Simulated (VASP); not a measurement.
# Sn (Fddd) in VASP: single point with r2SCAN

Aim: the single point of Sn with r2SCAN.

All numbers are computed with VASP 6.6.1; they aren't measurements. Logs are shortened: lines on timing, memory, paths and dates and some standing lists are left out, and cuts for length are marked.

## Step 1: The cell of the first run

The structure is orthorhombic, space group Fddd (No. 70). The conventional cell has a = 6.296 Å, b = 6.491 Å, c = 6.686 Å, α = 90.00°, β = 90.00°, γ = 90.00°. Within 3.7 Å of Sn (site symmetry 222) lie 4 Sn at 2.81 Å.

## Step 2: Single point, r2SCAN (strain +0.0300 x Voigt [1, -1, 0, 0, 0, 0])

POSCAR

```
Sn
1.0
    0.0000000000      3.1482320000      3.2456000000
    3.3429680000      0.0000000000      3.2456000000
    3.3429680000      3.1482320000      0.0000000000
Sn
2
Direct
    0.5000000000      0.5000000000      0.5000000000
    0.7500000000      0.7500000000      0.7500000000
```

INCAR.step1

```
ALGO = Normal
EDIFF = 1E-4
ENCUT = 520
GGA = PE
ISMEAR = 0
LASPH = True
LCHARG = False
LREAL = False
LWAVE = True
NBANDS = 21
NELM = 80
PREC = Accurate
SIGMA = 0.1
```

INCAR.step2

```
ALGO = Normal
EDIFF = 1E-7
ENCUT = 520
ISIF = 2
ISMEAR = 0
ISTART = 1
LASPH = True
LCHARG = False
LMIXTAU = True
LREAL = False
LWAVE = False
METAGGA = R2SCAN
NBANDS = 21
NELM = 80
PREC = Accurate
SIGMA = 0.1
```

KPOINTS

```
k-points
0
Gamma
  12 12 12
```

Potentials or basis: VASP PAW PBE potentials, release 64 (Sn_d).

Run with:

```console
cat potpaw_PBE.64/Sn_d/POTCAR > POTCAR
cp INCAR.step1 INCAR
mpirun -np 1 vasp_std > vasp.out
cp INCAR.step2 INCAR
mpirun -np 1 vasp_std > vasp.out
```

OUTCAR:

```text
EDIFF = 1E-7
   ENCUT = 520
   ISIF = 2
   ISMEAR = 0
   ISTART = 1
   LASPH = True
   LREAL = False
   METAGGA = R2SCAN
   NELM = 80
   PREC = Accurate

 ion  position               nearest neighbor table
   1  0.500  0.500  0.500-   2 2.81   2 2.81   2 2.81   2 2.81
   2  0.750  0.750  0.750-   1 2.81   1 2.81   1 2.81   1 2.81

  LATTYP: Found a face centered orthorhombic cell.
 ALAT       =     6.2964640000
 B/A-ratio  =     1.0309278351
 C/A-ratio  =     1.0618556701

  Lattice vectors:

 A1 = (  -3.3429680000,   0.0000000000,  -3.2456000000)
 A2 = (  -3.3429680000,   3.1482320000,   0.0000000000)
 A3 = (   0.0000000000,   3.1482320000,  -3.2456000000)

Analysis of symmetry for initial positions (statically):
=====================================================================
 Subroutine PRICEL returns:
 Original cell was already a primitive cell.

 Routine SETGRP: Setting up the symmetry group for a
 face centered orthorhombic supercell.

 Subroutine GETGRP returns: Found  8 space group operations
 (whereof  4 operations were pure point group operations)
 out of a pool of  8 trial point group operations.

The static configuration has the point symmetry D_2 .
 The point group associated with its full space group is D_2h.

Analysis of symmetry for dynamics (positions and initial velocities):
=====================================================================
 Subroutine PRICEL returns:
 Original cell was already a primitive cell.

 Routine SETGRP: Setting up the symmetry group for a
 face centered orthorhombic supercell.

 Subroutine GETGRP returns: Found  8 space group operations
 (whereof  4 operations were pure point group operations)
 out of a pool of  8 trial point group operations.

The dynamic configuration has the point symmetry D_2 .
 The point group associated with its full space group is D_2h.

 Subroutine INISYM returns: Found  8 space group operations
 (whereof  4 operations are pure point group operations),
 and found     1 'primitive' translations

----------------------------------------------------------------------------------------

                                     Primitive cell

  volume of cell :      68.3162

  direct lattice vectors                    reciprocal lattice vectors
     0.000000000  3.148232000  3.245600000    -0.149567690  0.158819299  0.154054720
     3.342968000  0.000000000  3.245600000     0.149567690 -0.158819299  0.154054720
     3.342968000  3.148232000  0.000000000     0.149567690  0.158819299 -0.154054720

  length of vectors
     4.521646170  4.659329824  4.592036561     0.267071003  0.267071003  0.267071003

  position of ions in fractional coordinates (direct lattice)
     0.500000000  0.500000000  0.500000000
     0.750000000  0.750000000  0.750000000

  ion indices of the primitive-cell ions
   primitive index   ion index
                 1           1
                 2           2

----------------------------------------------------------------------------------------

 KPOINTS: k-points

Automatic generation of k-mesh.
 Grid dimensions read from file:
 generate k-points for:   12   12   12

 Generating k-lattice:

  Cartesian coordinates                     Fractional coordinates (reciprocal lattice)
    -0.012463974  0.013234942  0.012837893     0.083333333  0.000000000  0.000000000
     0.012463974 -0.013234942  0.012837893     0.000000000  0.083333333  0.000000000
     0.012463974  0.013234942 -0.012837893     0.000000000  0.000000000  0.083333333

  Length of vectors
     0.022255917  0.022255917  0.022255917

  Shift w.r.t. Gamma in fractional coordinates (k-lattice)
     0.000000000  0.000000000  0.000000000

 Subroutine IBZKPT returns following result:
 ===========================================

 Found    280 irreducible k-points:

 Following reciprocal coordinates:
            Coordinates               Weight
  0.000000  0.000000  0.000000      1.000000
  0.083333  0.000000  0.000000      8.000000
  0.166667  0.000000  0.000000      8.000000
  0.250000  0.000000  0.000000      8.000000
  0.333333  0.000000  0.000000      8.000000
  0.416667  0.000000  0.000000      8.000000
[... 16 lines left out ...]
  0.500000  0.166667  0.000000      8.000000
 -0.416667  0.166667 -0.000000      8.000000
 [... further k-points ...]
   k-points           NKPTS =    280   k-points in BZ     NKDIM =    280   number of bands    NBANDS=     21
   number of dos      NEDOS =    301   number of ions     NIONS =      2
   total plane-waves  NPLWV =  46656
   dimension x,y,z NGX =    36 NGY =   36 NGZ =   36
   dimension x,y,z NGXF=    72 NGYF=   72 NGZF=   72
   ions per type =               2
   NGX,Y,Z   is equivalent  to a cutoff of  13.24, 12.84, 13.03 a.u.
   NGXF,Y,Z  is equivalent  to a cutoff of  26.47, 25.69, 26.07 a.u.
 SYSTEM =  unknown system
   PREC   = accura    normal or accurate (medium, high low for compatibility)
   ISTART =      1    job   : 0-new  1-cont  2-samecut
   ICHARG =      0    charge: 1-file 2-atom 10-const
   ISPIN  =      1    spin polarized calculation?
   LNONCOLLINEAR =      F non collinear calculations
   LSORBIT =      F    spin-orbit coupling
   LASPH  =      T    aspherical Exc in radial PAW
   ENCUT  =  520.0 eV  38.22 Ry    6.18 a.u.   8.41  8.66  8.54*2*pi/ulx,y,z
   NELM   =     80;   NELMIN=  2; NELMDL=  0     # of ELM steps
   EDIFF  = 0.1E-06   stopping-criterion for ELM
   LREAL  =      F    real-space projection
   EDIFFG = 0.1E-05   stopping-criterion for IOM
   NSW    =      0    number of steps for IOM
   IBRION =     -1    ionic relax: 0-MD 1-quasi-New 2-CG
   NFREE  =      0    steps in history (QN), initial steepest desc. (CG)
   ISIF   =      2    stress and relaxation
   ISYM   =      2    0-nonsym 1-usesym 2-fastsym
   POTIM  = 0.5000    time-step for ionic-motion
   TEBEG  =    0.0;   TEEND  =   0.0 temperature during run
   PSTRESS=    0.0 pullay stress
   NELECT =      28.0000    total number of electrons
   NUPDOWN=      -1.0000    fix difference up-down
   EMIN   =  10.00;   EMAX   =-10.00  energy-range for DOS
   EFERMI =   0.00;   METHOD = LEGACY
   ISMEAR =     0;   SIGMA  =   0.10  broadening in eV -4-tet -1-fermi 0-gaus
   EFERMI_NEDOS =   21; number of points for ismear=-14 and -15
   IALGO  =     38    algorithm
   IMIX   =      4    mixing-type and parameters
     AMIX     =   0.40;   BMIX     =  1.00
     AMIX_MAG =   1.60;   BMIX_MAG =  1.00
  volume/ion in A,a.u.               =      34.16       230.51
  Fermi-wavevector in a.u.,A,eV,Ry     =   1.216054  2.298009 20.120123  1.478787
  Thomas-Fermi vector in A             =   2.351421
   LORBIT       =      0    0 simple, 1 ext, 2 COOP (PROOUT), +10 PAW based schemes
   METAGGA = R2SCAN    functional components
   LHFCALC =     F    Hartree Fock is set to
   AEXX    =    0.0000 exact exchange contribution
   IVDW    =     0    specifies the selected vdW correction
   LEPSILON=     F    determine dielectric tensor
   LRPA    =     F    only Hartree local field effects (RPA)
 non-spin polarized calculation
 Gauss-broadening in eV      SIGMA  =   0.10
  energy-cutoff  :      520.00
  volume of cell :       68.32
 maximum number of plane-waves:      1866
 NGX is ok and might be reduce to    36
   NGX = 17   NGY = 17   NGZ = 17

 number of electron      27.9999998 magnetization

 Free energy of the ion-electron system (eV)
  ---------------------------------------------------
  ext. energy  EPLUGINS =         0.00000000
  ---------------------------------------------------
  free energy    TOTEN  =       -49.46878281 eV

  energy without entropy =      -49.46832732  energy(sigma->0) =      -49.46855506

 E-fermi :   5.6397     XC(G=0):  -9.5954

 val. band max:        5.5975561378   @ k =   0.0000   0.0000   0.0000
 cond. band min:       5.6859493469   @ k =   0.5000   0.0000   0.0000
 fundamental gap:      0.0883932092
 Fermi energy:         5.6397164772

 k-point     1 :       0.0000    0.0000    0.0000
  band No.  band energies     occupation
      1     -16.8348      2.00000
      2     -16.8205      2.00000
      3     -16.8083      2.00000
      4     -16.7592      2.00000
      5     -16.7500      2.00000
      6     -16.4506      2.00000
[... 13 lines left out ...]
     20      13.3869      0.00000
     21      13.8769      0.00000

 k-point     2 :       0.0833    0.0000    0.0000
  band No.  band energies     occupation
      1     -16.8378      2.00000
      2     -16.8238      2.00000
      3     -16.8126      2.00000
      4     -16.7502      2.00000
      5     -16.7423      2.00000
      6     -16.4562      2.00000
[... 13 lines left out ...]
     20      12.9033      0.00000
     21      13.4874      0.00000

 k-point     3 :       0.1667    0.0000    0.0000
  band No.  band energies     occupation
      1     -16.8472      2.00000
      2     -16.8313      2.00000
      3     -16.8140      2.00000
      4     -16.7319      2.00000
      5     -16.7259      2.00000
      6     -16.4692      2.00000
[... 13 lines left out ...]
     20      12.5922      0.00000
     21      13.0019      0.00000

 k-point     4 :       0.2500    0.0000    0.0000
  band No.  band energies     occupation
      1     -16.8576      2.00000
      2     -16.8392      2.00000
      3     -16.8092      2.00000
      4     -16.7138      2.00000
      5     -16.7092      2.00000
      6     -16.4830      2.00000
[... 13 lines left out ...]
     20      12.7321      0.00000
     21      12.9412      0.00000

 k-point     5 :       0.3333    0.0000    0.0000
  band No.  band energies     occupation
      1     -16.8654      2.00000
      2     -16.8443      2.00000
      3     -16.8029      2.00000
      4     -16.7004      2.00000
      5     -16.6967      2.00000
      6     -16.4931      2.00000
[... 13 lines left out ...]
     20      13.2599      0.00000
     21      13.3505      0.00000
[... 382 lines left out ...]
     20      13.6739      0.00000
     21      14.3406      0.00000

 k-point    22 :       0.4167    0.1667    0.0000
  band No.  band energies     occupation
      1     -16.8815      2.00000
      2     -16.8555      2.00000
      3     -16.7845      2.00000
      4     -16.6837      2.00000
      5     -16.6530      2.00000
      6     -16.5583      2.00000
[... 13 lines left out ...]
     20      14.2703      0.00000
     21      15.0219      0.00000

 k-point    23 :       0.5000    0.1667    0.0000
  band No.  band energies     occupation
      1     -16.8870      2.00000
      2     -16.8616      2.00000
      3     -16.7690      2.00000
      4     -16.6712      2.00000
      5     -16.6560      2.00000
      6     -16.5511      2.00000
[... 13 lines left out ...]
     20      14.5147      0.00000
     21      15.2288      0.00000

 k-point    24 :      -0.4167    0.1667   -0.0000
  band No.  band energies     occupation
      1     -16.8869      2.00000
      2     -16.8654      2.00000
      3     -16.7615      2.00000
      4     -16.6740      2.00000
      5     -16.6568      2.00000
      6     -16.5407      2.00000
[... 13 lines left out ...]
     20      13.9024      0.00000
     21      14.1851      0.00000

 [... further k-points ...]

------------------------ aborting loop because EDIFF is reached ----------------------------------------

  FORCE on cell =-STRESS in cart. coord.  units (eV):
  Direction    XX          YY          ZZ          XY          YZ          ZX
  --------------------------------------------------------------------------------------
  -------------------------------------------------------------------------------------
  Total        0.2028037      1.1231824      0.7335647      0.0000000      0.0000000      0.0000000
  in kB        4.7562275     26.3412841     17.2038269      0.0000000      0.0000000      0.0000000
  external PRESSURE =      16.1004462 kB  Pullay stress =       0.0000000 kB

 VOLUME and BASIS-vectors are now :
 -----------------------------------------------------------------------------
  energy-cutoff  :      520.00
  volume of cell :       68.32
      direct lattice vectors                 reciprocal lattice vectors
     0.000000000  3.148232000  3.245600000    -0.149567690  0.158819299  0.154054720
     3.342968000  0.000000000  3.245600000     0.149567690 -0.158819299  0.154054720
     3.342968000  3.148232000  0.000000000     0.149567690  0.158819299 -0.154054720

 POSITION                                       TOTAL-FORCE (eV/Angst)
 -----------------------------------------------------------------------------------
      3.34297      3.14823      3.24560        -0.000000     -0.000000     -0.000000
      5.01445      4.72235      4.86840         0.000000      0.000000      0.000000
 -----------------------------------------------------------------------------------
    total drift:                                0.000000      0.000000      0.000000

  FREE ENERGIE OF THE ION-ELECTRON SYSTEM (eV)
  ---------------------------------------------------
  free  energy   TOTEN  =       -49.4687828108 eV

  energy  without entropy=      -49.4683273181  energy(sigma->0) =      -49.46855506
```

It took 13 min on 1 thread of Intel Xeon Platinum 8488C (Sapphire Rapids), shared host; peak memory 0.44 GiB.

What came out:

| Property | Result |
| --- | --- |
| Free energy | -49.4688 eV |
| Pressure | 1.6 GPa |

Stress tensor (GPa, compression positive):
```
0.48 0.00 0.00
0.00 2.63 0.00
0.00 0.00 1.72
```

Levels at points of the mesh, in eV from the Fermi level:
| k point | band 12 | band 13 | band 14 | band 15 | band 16 | band 17 |
| --- | --- | --- | --- | --- | --- | --- |
| (0.00, 0.00, 0.00) | -0.44 | -0.27 | -0.04 | 0.15 | 2.04 | 2.18 |
| (0.50, 0.00, 0.00) | -6.65 | -1.52 | -1.13 | 0.05 | 3.21 | 3.45 |
| (0.50, 0.50, 0.00) | -7.91 | -2.72 | -2.72 | 0.87 | 0.87 | 7.93 |
| (0.50, 0.00, 0.50) | -7.80 | -2.90 | -2.90 | 0.66 | 0.66 | 8.08 |
| (0.00, 0.50, 0.50) | -8.03 | -2.56 | -2.56 | 1.07 | 1.07 | 8.02 |

Caveat: the cell differs from its parent crystal (strain +0.0300 x Voigt [1, -1, 0, 0, 0, 0]); the PAW data sets were made with another functional, which shifts forces and pressure a little; spin-orbit coupling is left out, which moves the levels of the heavy elements.
